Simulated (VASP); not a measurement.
# As (R-3m) in VASP: single point with PBE

Aim: the single point of As with PBE.

Everything below comes from runs of VASP 6.6.1. Logs are shortened: lines on timing, memory, paths and dates and some standing lists are left out, and cuts for length are marked.

### 1 The cell of the first run

The structure is trigonal, space group R-3m (No. 166). Conventional cell: a = 3.759 Å, b = 3.759 Å, c = 10.457 Å, α = 90.00°, β = 90.00°, γ = 120.00°. As (site symmetry 3m) has 6 As at 2.52 to 3.10 Å within 3.3 Å.

### 2 Single point, PBE

INCAR reads:

```
ALGO     = Normal         # electronic algorithm
EDIFF    = 1E-6           # SCF threshold, eV
ENCUT    = 520            # plane-wave cutoff, eV
GGA      = PE             # functional
ISIF     = 2              # what is computed and relaxed
ISMEAR   = -1             # smearing method
LASPH    = T              # aspherical terms in the spheres
LCHARG   = F              # write CHGCAR
LREAL    = F              # projectors in reciprocal space
LWAVE    = F              # write WAVECAR
NBANDS   = 12             # bands
NELM     = 60             # most SCF steps
PREC     = Accurate       # precision mode
SIGMA    = 0.03           # smearing width, eV
```

KPOINTS reads:

```
k-points
0
Gamma
  11 11 11
```

POSCAR reads:

```
As
1.0
    1.8797494575      1.0852738553      3.4857700000
   -1.8797494575      1.0852738553      3.4857700000
    0.0000000000     -2.1705477106      3.4857700000
As
2
Direct
    0.2275400000      0.2275400000      0.2275400000
    0.7724600000      0.7724600000      0.7724600000
```

Potentials or basis: VASP PAW PBE potentials, release 64 (As).

Command:

```console
$ cat potpaw_PBE.64/As/POTCAR > POTCAR
$ mpirun -np 1 vasp_std > vasp.out
```

OUTCAR:

```text
EDIFF = 1E-6
   ENCUT = 520
   GGA = PE
   ISIF = 2
   ISMEAR = -1
   LASPH = T
   LREAL = F
   NELM = 60
   PREC = Accurate

 ion  position               nearest neighbor table
   1  0.228  0.228  0.228-   2 2.52   2 2.52   2 2.52
   2  0.772  0.772  0.772-   1 2.52   1 2.52   1 2.52

  LATTYP: Found a trigonal (rhomboedric) cell.
 ALAT       =     4.1063207202
 COS(alpha) =     0.5808936906

  Lattice vectors:

 A1 = (   1.8797494575,   1.0852738553,   3.4857700000)
 A2 = (  -1.8797494575,   1.0852738553,   3.4857700000)
 A3 = (   0.0000000000,  -2.1705477106,   3.4857700000)

Analysis of symmetry for initial positions (statically):
=====================================================================
 Subroutine PRICEL returns:
 Original cell was already a primitive cell.

 Routine SETGRP: Setting up the symmetry group for a
 trigonal (rhombohedral) supercell.

 Subroutine GETGRP returns: Found 12 space group operations
 (whereof 12 operations were pure point group operations)
 out of a pool of 12 trial point group operations.

The static configuration has the point symmetry D_3d.

Analysis of symmetry for dynamics (positions and initial velocities):
=====================================================================
 Subroutine PRICEL returns:
 Original cell was already a primitive cell.

 Routine SETGRP: Setting up the symmetry group for a
 trigonal (rhombohedral) supercell.

 Subroutine GETGRP returns: Found 12 space group operations
 (whereof 12 operations were pure point group operations)
 out of a pool of 12 trial point group operations.

The dynamic configuration has the point symmetry D_3d.

 Subroutine INISYM returns: Found 12 space group operations
 (whereof 12 operations are pure point group operations),
 and found     1 'primitive' translations

----------------------------------------------------------------------------------------

                                     Primitive cell

  volume of cell :      42.6667

  direct lattice vectors                    reciprocal lattice vectors
     1.879749457  1.085273855  3.485770000     0.265992895  0.153571070  0.095626887
    -1.879749457  1.085273855  3.485770000    -0.265992895  0.153571070  0.095626887
     0.000000000 -2.170547711  3.485770000     0.000000000 -0.307142139  0.095626887

  length of vectors
     4.106320720  4.106320720  4.106320720     0.321684310  0.321684310  0.321684310

  position of ions in fractional coordinates (direct lattice)
     0.227540000  0.227540000  0.227540000
     0.772460000  0.772460000  0.772460000

  ion indices of the primitive-cell ions
   primitive index   ion index
                 1           1
                 2           2

----------------------------------------------------------------------------------------

 KPOINTS: k-points

Automatic generation of k-mesh.
 Grid dimensions read from file:
 generate k-points for:   11   11   11

 Generating k-lattice:

  Cartesian coordinates                     Fractional coordinates (reciprocal lattice)
     0.024181172  0.013961006  0.008693353     0.090909091 -0.000000000 -0.000000000
    -0.024181172  0.013961006  0.008693353    -0.000000000  0.090909091 -0.000000000
     0.000000000 -0.027922013  0.008693353    -0.000000000 -0.000000000  0.090909091

  Length of vectors
     0.029244028  0.029244028  0.029244028

  Shift w.r.t. Gamma in fractional coordinates (k-lattice)
     0.000000000  0.000000000  0.000000000

 Subroutine IBZKPT returns following result:
 ===========================================

 Found    146 irreducible k-points:

 Following reciprocal coordinates:
            Coordinates               Weight
  0.000000  0.000000  0.000000      1.000000
  0.090909  0.000000  0.000000      6.000000
  0.181818  0.000000  0.000000      6.000000
  0.272727  0.000000  0.000000      6.000000
  0.363636  0.000000  0.000000      6.000000
  0.454545  0.000000  0.000000      6.000000
[... 16 lines left out ...]
 -0.272727  0.181818 -0.000000     12.000000
 -0.181818  0.181818  0.000000      6.000000
 [... further k-points ...]
   k-points           NKPTS =    146   k-points in BZ     NKDIM =    146   number of bands    NBANDS=     12
   number of dos      NEDOS =    301   number of ions     NIONS =      2
   total plane-waves  NPLWV =  32768
   dimension x,y,z NGX =    32 NGY =   32 NGZ =   32
   dimension x,y,z NGXF=    64 NGYF=   64 NGZF=   64
   ions per type =               2
   NGX,Y,Z   is equivalent  to a cutoff of  12.96, 12.96, 12.96 a.u.
   NGXF,Y,Z  is equivalent  to a cutoff of  25.91, 25.91, 25.91 a.u.
 SYSTEM =  unknown system
   PREC   = accura    normal or accurate (medium, high low for compatibility)
   ISTART =      0    job   : 0-new  1-cont  2-samecut
   ICHARG =      2    charge: 1-file 2-atom 10-const
   ISPIN  =      1    spin polarized calculation?
   LNONCOLLINEAR =      F non collinear calculations
   LSORBIT =      F    spin-orbit coupling
   LASPH  =      T    aspherical Exc in radial PAW
   ENCUT  =  520.0 eV  38.22 Ry    6.18 a.u.   7.64  7.64  7.64*2*pi/ulx,y,z
   NELM   =     60;   NELMIN=  2; NELMDL= -5     # of ELM steps
   EDIFF  = 0.1E-05   stopping-criterion for ELM
   LREAL  =      F    real-space projection
   EDIFFG = 0.1E-04   stopping-criterion for IOM
   NSW    =      0    number of steps for IOM
   IBRION =     -1    ionic relax: 0-MD 1-quasi-New 2-CG
   NFREE  =      0    steps in history (QN), initial steepest desc. (CG)
   ISIF   =      2    stress and relaxation
   ISYM   =      2    0-nonsym 1-usesym 2-fastsym
   POTIM  = 0.5000    time-step for ionic-motion
   TEBEG  =    0.0;   TEEND  =   0.0 temperature during run
   PSTRESS=    0.0 pullay stress
   NELECT =      10.0000    total number of electrons
   NUPDOWN=      -1.0000    fix difference up-down
   EMIN   =  10.00;   EMAX   =-10.00  energy-range for DOS
   EFERMI =   0.00;   METHOD = LEGACY
   ISMEAR =    -1;   SIGMA  =   0.03  broadening in eV -4-tet -1-fermi 0-gaus
   EFERMI_NEDOS =   21; number of points for ismear=-14 and -15
   IALGO  =     38    algorithm
   IMIX   =      4    mixing-type and parameters
     AMIX     =   0.40;   BMIX     =  1.00
     AMIX_MAG =   1.60;   BMIX_MAG =  1.00
  volume/ion in A,a.u.               =      21.33       143.96
  Fermi-wavevector in a.u.,A,eV,Ry     =   1.009358  1.907409 13.861654  1.018803
  Thomas-Fermi vector in A             =   2.142281
   LORBIT       =      0    0 simple, 1 ext, 2 COOP (PROOUT), +10 PAW based schemes
   GGA     = PE    functional components
[... 5 lines left out ...]
 non-spin polarized calculation
  energy-cutoff  :      520.00
  volume of cell :       42.67
 maximum number of plane-waves:      1162
   NGX = 15   NGY = 15   NGZ = 15

 number of electron      10.0000000 magnetization

 Free energy of the ion-electron system (eV)
  ---------------------------------------------------
  ext. energy  EPLUGINS =         0.00000000
  ---------------------------------------------------
  free energy    TOTEN  =        -9.32048219 eV

  energy without entropy =       -9.32021492  energy(sigma->0) =       -9.32034855

 E-fermi :   5.6373     XC(G=0): -10.0150

 val. band max:        5.5707107562   @ k =   0.4545   0.3636   0.3636
 cond. band min:       5.6893408715   @ k =   0.4545   0.0909   0.0909
 fundamental gap:      0.1186301153
 Fermi energy:         5.6372754966

 k-point     1 :       0.0000    0.0000    0.0000
  band No.  band energies     occupation
      1      -9.5301      2.00000
      2      -0.1966      2.00000
      3       3.0227      2.00000
      4       3.5439      2.00000
      5       3.5439      2.00000
      6       7.3192      0.00000
      7       8.5213      0.00000
      8       8.5213      0.00000
      9      12.3434      0.00000
     10      12.3434      0.00000
     11      12.7729      0.00000
     12      14.2553      0.00000

 k-point     2 :       0.0909    0.0000    0.0000
  band No.  band energies     occupation
      1      -9.4186      2.00000
      2      -0.6012      2.00000
      3       3.0678      2.00000
      4       3.4646      2.00000
      5       3.5094      2.00000
      6       7.5158      0.00000
      7       8.2873      0.00000
      8       8.4158      0.00000
      9      11.6495      0.00000
     10      12.2277      0.00000
     11      12.2464      0.00000
     12      15.0127      0.00000

 k-point     3 :       0.1818    0.0000    0.0000
  band No.  band energies     occupation
      1      -9.0864      2.00000
      2      -1.6083      2.00000
      3       2.9236      2.00000
      4       3.2722      2.00000
      5       3.7662      2.00000
      6       7.3187      0.00000
      7       7.9339      0.00000
      8       8.0499      0.00000
      9      11.2675      0.00000
     10      11.9477      0.00000
     11      12.5525      0.00000
     12      16.6228      0.00000
[... 286 lines left out ...]
 k-point    23 :      -0.2727    0.1818   -0.0000
  band No.  band energies     occupation
      1      -7.6380      2.00000
      2      -4.0514      2.00000
      3       0.9876      2.00000
      4       3.3300      2.00000
      5       3.8037      2.00000
      6       6.2588      0.00000
      7       6.6594      0.00000
      8       9.5051      0.00000
      9      11.6247      0.00000
     10      13.6497      0.00000
     11      16.3521      0.00000
     12      17.7066      0.00000

 k-point    24 :      -0.1818    0.1818    0.0000
  band No.  band energies     occupation
      1      -8.3193      2.00000
      2      -3.0292      2.00000
      3       1.5514      2.00000
      4       3.6889      2.00000
      5       3.8306      2.00000
      6       6.2879      0.00000
      7       6.8098      0.00000
      8       9.1931      0.00000
      9      10.8550      0.00000
     10      13.2046      0.00000
     11      15.5374      0.00000
     12      15.6561      0.00000

 [... further k-points ...]

------------------------ aborting loop because EDIFF is reached ----------------------------------------

  FORCE on cell =-STRESS in cart. coord.  units (eV):
  Direction    XX          YY          ZZ          XY          YZ          ZX
  --------------------------------------------------------------------------------------
  -------------------------------------------------------------------------------------
  Total        1.1427508      1.1427508      0.8159970      0.0000000      0.0000000      0.0000000
  in kB       42.9114129     42.9114129     30.6414897      0.0000000      0.0000000      0.0000000
  external PRESSURE =      38.8214385 kB  Pullay stress =       0.0000000 kB

 VOLUME and BASIS-vectors are now :
 -----------------------------------------------------------------------------
  energy-cutoff  :      520.00
  volume of cell :       42.67
      direct lattice vectors                 reciprocal lattice vectors
     1.879749457  1.085273855  3.485770000     0.265992895  0.153571070  0.095626887
    -1.879749457  1.085273855  3.485770000    -0.265992895  0.153571070  0.095626887
     0.000000000 -2.170547711  3.485770000     0.000000000 -0.307142139  0.095626887

 POSITION                                       TOTAL-FORCE (eV/Angst)
 -----------------------------------------------------------------------------------
      0.00000      0.00000      2.37946         0.000000      0.000000      0.278074
      0.00000      0.00000      8.07785         0.000000     -0.000000     -0.278074
 -----------------------------------------------------------------------------------
    total drift:                               -0.000000      0.000000     -0.000000

  FREE ENERGIE OF THE ION-ELECTRON SYSTEM (eV)
  ---------------------------------------------------
  free  energy   TOTEN  =        -9.3204821876 eV

  energy  without entropy=       -9.3202149201  energy(sigma->0) =       -9.32034855
```

Run time: 49 s. Hardware: 1 thread of Intel Xeon Platinum 8488C (Sapphire Rapids), shared host; peak memory 0.21 GiB.

What came out:

* Free energy: -9.3205 eV
* Pressure: 3.9 GPa
* Largest force: 0.278 eV/Å
* Band gap on the k mesh: zero (band 5 reaches 5.83 eV, above the bottom of band 6 at 5.47 eV)

Forces in eV/Å, atoms in the order of the input:
```
As   0.000  0.000  0.278
As   0.000  0.000 -0.278
```

Stress tensor (GPa, compression positive):
```
4.29 0.00 0.00
0.00 4.29 0.00
0.00 0.00 3.06
```

Levels at points of the mesh, in eV from the Fermi level:
| k point | band 3 | band 4 | band 5 | band 6 | band 7 | band 8 |
| --- | --- | --- | --- | --- | --- | --- |
| (0.00, 0.00, 0.00) | -2.61 | -2.09 | -2.09 | 1.68 | 2.88 | 2.88 |
